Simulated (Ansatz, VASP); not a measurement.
**TiAl in VASP and in Ansatz**

```
Ti Al
1.0
     2.93556    0.00000    0.00000
    -1.46778    2.54227    0.00000
     0.00000    0.00000    4.50883
Ti Al
1 1
Cartesian
  0.0000 0.0000 0.0000
  0.0000 1.6948 2.2544
```

Alike in both runs: task single point; functional PBE; k mesh 18 × 18 × 10; occupations gaussian, width 0.1 eV; no spin polarisation.

```csv
,VASP,Ansatz
version,VASP 6.6.1,Ansatz 0.2.0
potentials or method,"VASP PAW PBE potentials, release 64 (Ti_sv, Al), cutoff 520 eV","scalar-relativistic, plane waves, PAW"
valence electrons in the cell,15,15
```

Ansatz gave:

```
gap on the k mesh at the Fermi level (eV)                     : none
pressure (GPa)                                                : 0.0
traceless stress, the component that is largest in VASP (GPa) : 3.98
```

Task: Estimate VASP's values.

Result: gap on the k mesh at the Fermi level (eV): none; pressure (GPa): 0.0; traceless stress, the component that is largest in VASP (GPa): 4.03.

A gap of «none» marks a metal or a gap that the smearing closes.
